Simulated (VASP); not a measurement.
Here is a VASP 6.6.1 calculation.

The input INCAR:

```
SYSTEM = Ca2Ir
  PREC = Accurate
  ENCUT = 520
  EDIFF = 1E-6
  ISMEAR = 0
  SIGMA = 0.1
  LREAL = .FALSE.
  LASPH = .TRUE.
  NELM = 60
  ALGO = Normal
  ISIF = 2
  LWAVE = .FALSE.
  LCHARG = .FALSE.
  GGA = PE
  NBANDS = 22
```

The input KPOINTS:

```
regular mesh
0
G
  6 6 6
  0 0 0
```

File POSCAR:

```
Ca2Ir
1.0
    0.0000000000      2.9963092200      2.9963092200
    2.9963092200      0.0000000000      2.9963092200
    2.9963092200      2.9963092200      0.0000000000
Ca Ir
2 1
Direct
    0.2500000000      0.2500000000      0.2500000000
    0.7500000000      0.7500000000      0.7500000000
    0.0000000000      0.0000000000      0.0000000000
```

Potentials or basis: VASP PAW PBE potentials, release 64 (Ca_sv, Ir).

Launch:

```sh
$ cat potpaw_PBE.64/Ca_sv/POTCAR potpaw_PBE.64/Ir/POTCAR > POTCAR
$ mpirun -np 1 vasp_std > vasp.out
```

**Question.** Predict the pressure.

**Answer.** 45.4 GPa.

**Question.** Estimate the band gap on the k mesh.

**Answer.** Zero (an odd number of electrons rules out a gap without spin polarisation).

Caveat: the cell stands under pressure; spin-orbit coupling is left out, which moves the levels of the heavy elements.
